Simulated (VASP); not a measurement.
# PbF6 (Im-3m) in VASP: notebook

Runs on PbF6. Level: PBE. Tasks: single point, relaxation of cell and atoms.

Everything below comes from runs of VASP 6.6.1. Logs are shortened: lines on timing, memory, paths and dates and some standing lists are left out, and cuts for length are marked.

## (1) The cell of the first run

It takes space group Im-3m (No. 229, cubic). The conventional cell has a = 6.256 Å, b = 6.256 Å, c = 6.256 Å, α = 90.00°, β = 90.00°, γ = 90.00°. Within 2.7 Å of Pb (site symmetry m-3m) lie 6 F at 2.08 Å. Within 2.7 Å of F (site symmetry 4mm) lie 1 Pb at 2.08 Å and 1 F at 2.10 Å.

The cell was built from a structure type or drawn by symmetry, and may not be a known phase.

## (2) Single point, PBE

INCAR

```
PREC = Accurate ; ENCUT = 520
EDIFF = 1E-7 ; ISMEAR = 0
SIGMA = 0.1 ; LREAL = False
LASPH = True ; NELM = 80
ALGO = Normal ; ISIF = 2
LWAVE = False ; LCHARG = False
GGA = PE ; NBANDS = 37
```

KPOINTS

```
Automatic mesh
0
Gamma
  4 4 4
```

POSCAR

```
PbF6
1.0
   -3.1280302639      3.1280302639      3.1280302639
    3.1280302639     -3.1280302639      3.1280302639
    3.1280302639      3.1280302639     -3.1280302639
Pb F
1 6
Direct
    0.0000000000      0.0000000000      0.0000000000
    0.0000000000      0.6680185958      0.6680185958
    0.0000000000      0.3319814042      0.3319814042
    0.6680185958      0.0000000000      0.6680185958
    0.3319814042      0.0000000000      0.3319814042
    0.6680185958      0.6680185958      0.0000000000
    0.3319814042      0.3319814042      0.0000000000
```

Potentials or basis: VASP PAW PBE potentials, release 64 (Pb_d, F).

Run with:

```sh
> cat potpaw_PBE.64/Pb_d/POTCAR potpaw_PBE.64/F/POTCAR > POTCAR
> mpirun -np 1 vasp_std > vasp.out
```

OUTCAR:

```text
PREC = Accurate
   ENCUT = 520
   EDIFF = 1E-7
   ISMEAR = 0
   LREAL = False
   LASPH = True
   NELM = 80
   ISIF = 2
   GGA = PE

 ion  position               nearest neighbor table
   1  0.000  0.000  0.000-   2 2.08   3 2.08   4 2.08   5 2.08   6 2.08   7 2.08
   2  0.000  0.668  0.668-   1 2.08
   3  0.000  0.332  0.332-   1 2.08
   4  0.668  0.000  0.668-   1 2.08
   5  0.332  0.000  0.332-   1 2.08
   6  0.668  0.668  0.000-   1 2.08
   7  0.332  0.332  0.000-   1 2.08

  LATTYP: Found a body centered cubic cell.
 ALAT       =     6.2560605278

  Lattice vectors:

 A1 = (  -3.1280302639,   3.1280302639,   3.1280302639)
 A2 = (   3.1280302639,  -3.1280302639,   3.1280302639)
 A3 = (   3.1280302639,   3.1280302639,  -3.1280302639)

Analysis of symmetry for initial positions (statically):
=====================================================================
 Subroutine PRICEL returns:
 Original cell was already a primitive cell.

 Routine SETGRP: Setting up the symmetry group for a
 body centered cubic supercell.

 Subroutine GETGRP returns: Found 48 space group operations
 (whereof 48 operations were pure point group operations)
 out of a pool of 48 trial point group operations.

The static configuration has the point symmetry O_h .

Analysis of symmetry for dynamics (positions and initial velocities):
=====================================================================
 Subroutine PRICEL returns:
 Original cell was already a primitive cell.

 Routine SETGRP: Setting up the symmetry group for a
 body centered cubic supercell.

 Subroutine GETGRP returns: Found 48 space group operations
 (whereof 48 operations were pure point group operations)
 out of a pool of 48 trial point group operations.

The dynamic configuration has the point symmetry O_h .

 Subroutine INISYM returns: Found 48 space group operations
 (whereof 48 operations are pure point group operations),
 and found     1 'primitive' translations

----------------------------------------------------------------------------------------

                                     Primitive cell

  volume of cell :     122.4258

  direct lattice vectors                    reciprocal lattice vectors
    -3.128030264  3.128030264  3.128030264     0.000000000  0.159845001  0.159845001
     3.128030264 -3.128030264  3.128030264     0.159845001  0.000000000  0.159845001
     3.128030264  3.128030264 -3.128030264     0.159845001  0.159845001  0.000000000

  length of vectors
     5.417907345  5.417907345  5.417907345     0.226054968  0.226054968  0.226054968

  position of ions in fractional coordinates (direct lattice)
     0.000000000  0.000000000  0.000000000
     0.000000000  0.668018596  0.668018596
     0.000000000  0.331981404  0.331981404
     0.668018596  0.000000000  0.668018596
     0.331981404  0.000000000  0.331981404
     0.668018596  0.668018596  0.000000000
     0.331981404  0.331981404  0.000000000

  ion indices of the primitive-cell ions
   primitive index   ion index
                 1           1
                 2           2
                 3           3
                 4           4
                 5           5
                 6           6
                 7           7

----------------------------------------------------------------------------------------

 KPOINTS: Automatic mesh

Automatic generation of k-mesh.
 Grid dimensions read from file:
 generate k-points for:    4    4    4

 Generating k-lattice:

  Cartesian coordinates                     Fractional coordinates (reciprocal lattice)
     0.000000000  0.039961250  0.039961250     0.250000000  0.000000000  0.000000000
     0.039961250  0.000000000  0.039961250     0.000000000  0.250000000  0.000000000
     0.039961250  0.039961250  0.000000000     0.000000000  0.000000000  0.250000000

  Length of vectors
     0.056513742  0.056513742  0.056513742

  Shift w.r.t. Gamma in fractional coordinates (k-lattice)
     0.000000000  0.000000000  0.000000000

 Subroutine IBZKPT returns following result:
 ===========================================

 Found      8 irreducible k-points:

 Following reciprocal coordinates:
            Coordinates               Weight
  0.000000  0.000000  0.000000      1.000000
  0.250000  0.000000  0.000000     12.000000
  0.500000  0.000000  0.000000      6.000000
  0.250000  0.250000  0.000000     24.000000
  0.250000  0.250000  0.250000      2.000000
 -0.250000  0.250000  0.250000      6.000000
  0.500000  0.500000  0.250000     12.000000
  0.500000  0.500000  0.500000      1.000000
   k-points           NKPTS =      8   k-points in BZ     NKDIM =      8   number of bands    NBANDS=     37
   number of dos      NEDOS =    301   number of ions     NIONS =      7
   total plane-waves  NPLWV =  64000
   dimension x,y,z NGX =    40 NGY =   40 NGZ =   40
   dimension x,y,z NGXF=    80 NGYF=   80 NGZF=   80
   ions per type =               1   6
   NGX,Y,Z   is equivalent  to a cutoff of  12.27, 12.27, 12.27 a.u.
   NGXF,Y,Z  is equivalent  to a cutoff of  24.55, 24.55, 24.55 a.u.
 SYSTEM =  unknown system
   PREC   = accura    normal or accurate (medium, high low for compatibility)
   ISTART =      0    job   : 0-new  1-cont  2-samecut
   ICHARG =      2    charge: 1-file 2-atom 10-const
   ISPIN  =      1    spin polarized calculation?
   LNONCOLLINEAR =      F non collinear calculations
   LSORBIT =      F    spin-orbit coupling
   LASPH  =      T    aspherical Exc in radial PAW
   ENCUT  =  520.0 eV  38.22 Ry    6.18 a.u.  10.07 10.07 10.07*2*pi/ulx,y,z
   NELM   =     80;   NELMIN=  2; NELMDL= -5     # of ELM steps
   EDIFF  = 0.1E-06   stopping-criterion for ELM
   LREAL  =      F    real-space projection
   EDIFFG = 0.1E-05   stopping-criterion for IOM
   NSW    =      0    number of steps for IOM
   IBRION =     -1    ionic relax: 0-MD 1-quasi-New 2-CG
   NFREE  =      0    steps in history (QN), initial steepest desc. (CG)
   ISIF   =      2    stress and relaxation
   ISYM   =      2    0-nonsym 1-usesym 2-fastsym
   POTIM  = 0.5000    time-step for ionic-motion
   TEBEG  =    0.0;   TEEND  =   0.0 temperature during run
   PSTRESS=    0.0 pullay stress
   NELECT =      56.0000    total number of electrons
   NUPDOWN=      -1.0000    fix difference up-down
   EMIN   =  10.00;   EMAX   =-10.00  energy-range for DOS
   EFERMI =   0.00;   METHOD = LEGACY
   ISMEAR =     0;   SIGMA  =   0.10  broadening in eV -4-tet -1-fermi 0-gaus
   EFERMI_NEDOS =   21; number of points for ismear=-14 and -15
   IALGO  =     38    algorithm
   IMIX   =      4    mixing-type and parameters
     AMIX     =   0.40;   BMIX     =  1.00
     AMIX_MAG =   1.60;   BMIX_MAG =  1.00
  volume/ion in A,a.u.               =      17.49       118.02
  Fermi-wavevector in a.u.,A,eV,Ry     =   1.261382  2.383666 21.648013  1.591084
  Thomas-Fermi vector in A             =   2.394844
   LORBIT       =      0    0 simple, 1 ext, 2 COOP (PROOUT), +10 PAW based schemes
   GGA     = PE    functional components
   LHFCALC =     F    Hartree Fock is set to
   AEXX    =    0.0000 exact exchange contribution
   IVDW    =     0    specifies the selected vdW correction
   LEPSILON=     F    determine dielectric tensor
   LRPA    =     F    only Hartree local field effects (RPA)
 non-spin polarized calculation
 Gauss-broadening in eV      SIGMA  =   0.10
  energy-cutoff  :      520.00
  volume of cell :      122.43
 maximum number of plane-waves:      3352
   NGX = 21   NGY = 21   NGZ = 21

 number of electron      56.0000003 magnetization

 Free energy of the ion-electron system (eV)
  ---------------------------------------------------
  ext. energy  EPLUGINS =         0.00000000
  ---------------------------------------------------
  free energy    TOTEN  =       -21.34629089 eV

  energy without entropy =      -21.28202333  energy(sigma->0) =      -21.31415711

 E-fermi :  -3.9241     XC(G=0):  -8.0569

 val. band max:       -3.9460496381   @ k =   0.0000   0.0000   0.0000
 cond. band min:      -3.9238188181   @ k =   0.2500   0.0000   0.0000
 fundamental gap:      0.0222308200
 Fermi energy:        -3.9241421076

 k-point     1 :       0.0000    0.0000    0.0000
  band No.  band energies     occupation
      1     -24.5730      2.00000
      2     -24.3885      2.00000
      3     -24.3885      2.00000
      4     -23.5531      2.00000
      5     -23.5531      2.00000
      6     -23.5531      2.00000
[... 29 lines left out ...]
     36      10.3406      0.00000
     37      10.3406      0.00000

 k-point     2 :       0.2500    0.0000    0.0000
  band No.  band energies     occupation
      1     -24.4974      2.00000
      2     -24.3461      2.00000
      3     -24.2926      2.00000
      4     -23.7055      2.00000
      5     -23.6882      2.00000
      6     -23.5538      2.00000
[... 29 lines left out ...]
     36      10.4540      0.00000
     37      10.9505      0.00000

 k-point     3 :       0.5000    0.0000    0.0000
  band No.  band energies     occupation
      1     -24.4542      2.00000
      2     -24.1607      2.00000
      3     -24.1130      2.00000
      4     -23.9677      2.00000
      5     -23.9055      2.00000
      6     -23.5543      2.00000
[... 29 lines left out ...]
     36      10.4715      0.00000
     37      11.7444      0.00000

 k-point     4 :       0.2500    0.2500    0.0000
  band No.  band energies     occupation
      1     -24.3790      2.00000
      2     -24.3124      2.00000
      3     -24.1351      2.00000
      4     -23.9366      2.00000
      5     -23.7029      2.00000
      6     -23.6909      2.00000
[... 29 lines left out ...]
     36      10.3747      0.00000
     37      11.0999      0.00000

 k-point     5 :       0.2500    0.2500    0.2500
  band No.  band energies     occupation
      1     -24.1374      2.00000
      2     -24.1374      2.00000
      3     -24.1374      2.00000
      4     -24.0082      2.00000
      5     -23.9059      2.00000
      6     -23.9059      2.00000
[... 29 lines left out ...]
     36      10.3875      0.00000
     37      10.3875      0.00000

 k-point     6 :      -0.2500    0.2500    0.2500
  band No.  band energies     occupation
      1     -24.4962      2.00000
      2     -24.4084      2.00000
      3     -24.1340      2.00000
      4     -23.9345      2.00000
      5     -23.5544      2.00000
      6     -23.5544      2.00000
[... 29 lines left out ...]
     36      10.7009      0.00000
     37      10.7246      0.00000

 k-point     7 :       0.5000    0.5000    0.2500
  band No.  band energies     occupation
      1     -24.4565      2.00000
      2     -24.3429      2.00000
      3     -24.3325      2.00000
      4     -23.7026      2.00000
      5     -23.6941      2.00000
      6     -23.5556      2.00000
[... 29 lines left out ...]
     36      10.5162      0.00000
     37      10.5474      0.00000

 k-point     8 :       0.5000    0.5000    0.5000
  band No.  band energies     occupation
      1     -24.4827      2.00000
      2     -24.4283      2.00000
      3     -24.4283      2.00000
      4     -23.5564      2.00000
      5     -23.5564      2.00000
      6     -23.5564      2.00000
[... 29 lines left out ...]
     36      11.0997      0.00000
     37      11.0998      0.00000

------------------------ aborting loop because EDIFF is reached ----------------------------------------

  FORCE on cell =-STRESS in cart. coord.  units (eV):
  Direction    XX          YY          ZZ          XY          YZ          ZX
  --------------------------------------------------------------------------------------
  -------------------------------------------------------------------------------------
  Total        0.1918470      0.1918470      0.1918470      0.0000000     -0.0000000     -0.0000000
  in kB        2.5106884      2.5106884      2.5106884      0.0000000     -0.0000000     -0.0000000
  external PRESSURE =       2.5106884 kB  Pullay stress =       0.0000000 kB

 VOLUME and BASIS-vectors are now :
 -----------------------------------------------------------------------------
  energy-cutoff  :      520.00
  volume of cell :      122.43
      direct lattice vectors                 reciprocal lattice vectors
    -3.128030264  3.128030264  3.128030264     0.000000000  0.159845001  0.159845001
     3.128030264 -3.128030264  3.128030264     0.159845001  0.000000000  0.159845001
     3.128030264  3.128030264 -3.128030264     0.159845001  0.159845001  0.000000000

 POSITION                                       TOTAL-FORCE (eV/Angst)
 -----------------------------------------------------------------------------------
      0.00000      0.00000      0.00000         0.000000     -0.000000      0.000000
      4.17916      0.00000      0.00000        -0.095683     -0.000000      0.000000
      2.07690      0.00000      0.00000         0.095683     -0.000000      0.000000
      0.00000      4.17916      0.00000         0.000000     -0.095683      0.000000
      0.00000      2.07690      0.00000         0.000000      0.095683      0.000000
      0.00000      0.00000      4.17916         0.000000     -0.000000     -0.095683
      0.00000      0.00000      2.07690         0.000000     -0.000000      0.095683
 -----------------------------------------------------------------------------------
    total drift:                               -0.000000     -0.000000      0.000000

  FREE ENERGIE OF THE ION-ELECTRON SYSTEM (eV)
  ---------------------------------------------------
  free  energy   TOTEN  =       -21.3462908860 eV

  energy  without entropy=      -21.2820233281  energy(sigma->0) =      -21.31415711
```

It took 32 s on 1 thread of Intel Xeon Platinum 8375C at 2.90GHz (Ice Lake), shared host; peak memory 0.24 GiB.

Results:

```yaml
Free_energy: -21.3463 eV
Pressure: 0.3 GPa
Largest_force: 0.096 eV/Å
Band_gap_on_the_k_mesh: zero (bands 28 and 29 overlap by 0.56 eV)
```

Forces in eV/Å, atoms in the order of the input:
```
Pb   0.000  0.000  0.000
F   -0.096  0.000  0.000
F    0.096  0.000  0.000
F    0.000 -0.096  0.000
F    0.000  0.096  0.000
F    0.000  0.000 -0.096
F    0.000  0.000  0.096
```

Caveat: spin-orbit coupling is left out, which moves the levels of the heavy elements.

## (3) Relaxation of cell and atoms, PBE

This run uses another cell than the first one, of 16.71 Å³/atom.

INCAR

```
SYSTEM = PbF6
PREC = Accurate
ENCUT = 600
EDIFF = 1E-6
ISMEAR = 0
SIGMA = 0.1
LREAL = .FALSE.
LASPH = .TRUE.
NELM = 60
ALGO = Normal
ISIF = 3
LWAVE = .FALSE.
LCHARG = .FALSE.
GGA = PE
IBRION = 2
NSW = 90
EDIFFG = -0.04
```

KPOINTS

```
regular mesh
0
G
  4 4 4
  0 0 0
```

POSCAR

```
PbF6
1.0
   -3.0806989400      3.0806989400      3.0806989400
    3.0806989400     -3.0806989400      3.0806989400
    3.0806989400      3.0806989400     -3.0806989400
Pb F
1 6
Direct
    0.0000000000      0.0000000000      0.0000000000
    0.0000000000      0.7097053400      0.7097053400
    0.0000000000      0.2902946600      0.2902946600
    0.7097053400      0.0000000000      0.7097053400
    0.2902946600      0.0000000000      0.2902946600
    0.7097053400      0.7097053400      0.0000000000
    0.2902946600      0.2902946600      0.0000000000
```

Potentials or basis: VASP PAW PBE potentials, release 64 (Pb_d, F).

Run with:

```sh
> cat potpaw_PBE.64/Pb_d/POTCAR potpaw_PBE.64/F/POTCAR > POTCAR
> mpirun -np 1 vasp_std > vasp.out
```

Run time: 6.8 min. Hardware: 1 thread of Intel Xeon Platinum 8375C at 2.90GHz (Ice Lake), shared host; peak memory 0.35 GiB.

Results (log left out):

- Free energy: -21.3426 eV
- Relaxed volume: 17.15 Å³/atom
- Relaxed cell: a = 5.382 Å, b = 5.382 Å, c = 5.382 Å, α = 109.47°, β = 109.47°, γ = 109.47°
- Space group after relaxing (to 0.1 Å): Im-3m (No. 229)
- Energy gained by relaxing: 790.5 meV/atom
- Ionic steps: 16
- Pressure after relaxing: 0.3 GPa
- Largest force after relaxing: 0.017 eV/Å
- Band gap on the k mesh: zero (bands 28 and 29 overlap by 0.62 eV)

Forces on the atoms (eV/Å):
```
Pb   0.000  0.000  0.000
F   -0.017  0.000  0.000
F    0.017  0.000  0.000
F    0.000 -0.017  0.000
F    0.000  0.017  0.000
F    0.000  0.000 -0.017
F    0.000  0.000  0.017
```

The path:
```
step  energy change (eV)  largest force (eV/Å)  pressure (GPa)  volume (Å³)
   1              0.0000                8.2515           39.13       116.95
   2             -1.0498                0.5496          -10.69       200.50
   3             -5.3266                0.5320           -3.48       146.90
   4             -5.4044                0.2853           -2.34       144.36
   5             -5.4450                0.1556           -0.34       140.61
   6             -5.4454                0.0904           -0.64       141.11
   7             -5.4527                0.0972           -0.60       139.94
   8             -5.4735                0.1182           -0.43       136.45
   9             -5.5073                0.1562            0.01       129.66
  10             -5.5162                0.1653            1.64       116.75
  11             -5.5246                0.1944            0.62       123.40
  12             -5.5261                0.1951            0.96       120.53
  13             -5.5317                0.0920            0.62       119.97
  14             -5.5328                0.0200            0.39       119.58
  15             -5.5328                0.0238            0.40       119.60
  16             -5.5335                0.0174            0.30       120.03
```

Final structure:
```yaml
crystal:
  lattice:
    - [-3.10748, 3.10748, 3.10748]
    - [3.10748, -3.10748, 3.10748]
    - [3.10748, 3.10748, -3.10748]
  atoms:
    - { symbol: Pb, position: [0.00000, 0.00000, 0.00000] }
    - { symbol: F, position: [0.00000, 0.66537, 0.66537] }
    - { symbol: F, position: [0.00000, 0.33463, 0.33463] }
    - { symbol: F, position: [0.66537, 0.00000, 0.66537] }
    - { symbol: F, position: [0.33463, 0.00000, 0.33463] }
    - { symbol: F, position: [0.66537, 0.66537, 0.00000] }
    - { symbol: F, position: [0.33463, 0.33463, 0.00000] }
```

Levels at points of the mesh, in eV from the Fermi level:
```tsv
k point	band 25	band 26	band 27	band 28	band 29	band 30	band 31	band 32
(0.00, 0.00, 0.00)	-0.51	-0.51	-0.05	-0.05	-0.05	3.01	10.26	11.26
(0.50, 0.00, 0.00)	-0.40	-0.31	-0.29	-0.23	0.52	4.39	9.59	10.85
(0.50, 0.50, 0.50)	-0.62	-0.62	-0.10	-0.10	-0.10	3.28	10.52	10.52
```

Caveat: the k points lie up to 0.36 Å⁻¹ apart in the final cell, too coarse for converged energies and pressures of a metal; spin-orbit coupling is left out, which moves the levels of the heavy elements.
